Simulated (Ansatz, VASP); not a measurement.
## Two plane-wave programs on NaF

```
Na F
1.0
     0.00000    2.27264    2.27264
     2.27264    0.00000    2.27264
     2.27264    2.27264    0.00000
Na F
1 1
Direct
  0.00000 0.00000 0.00000
  0.50000 0.50000 0.50000
```

Alike in both runs: task single point; functional LDA; k mesh 8 × 8 × 8; occupations fermi-dirac, width 0.05 eV; no spin polarisation.

|  | VASP | Ansatz |
| --- | --- | --- |
| version | VASP 6.6.1 | Ansatz 0.2.0 |
| potentials or method | VASP PAW LDA potentials, release 64 (Na_pv, F) | Ansatz PAW |
| plane-wave cutoff (eV) | 520 | 420 |
| valence electrons in the cell | 14 | 16 |

```csv
,VASP,Ansatz,Ansatz less VASP
gap on the k mesh at the Fermi level (eV),6.27,6.29,+0.022
least direct gap on the mesh (eV),6.27,6.29,+0.022
pressure (GPa),-1.7,-1.6,+0.03
```

LDA's correlation is that of Perdew and Zunger in VASP and of Perdew and Wang (1992) in Ansatz. VASP's potentials hold 14 valence electrons a cell and Ansatz's 16, so a difference there can come from the potentials and not from the codes.
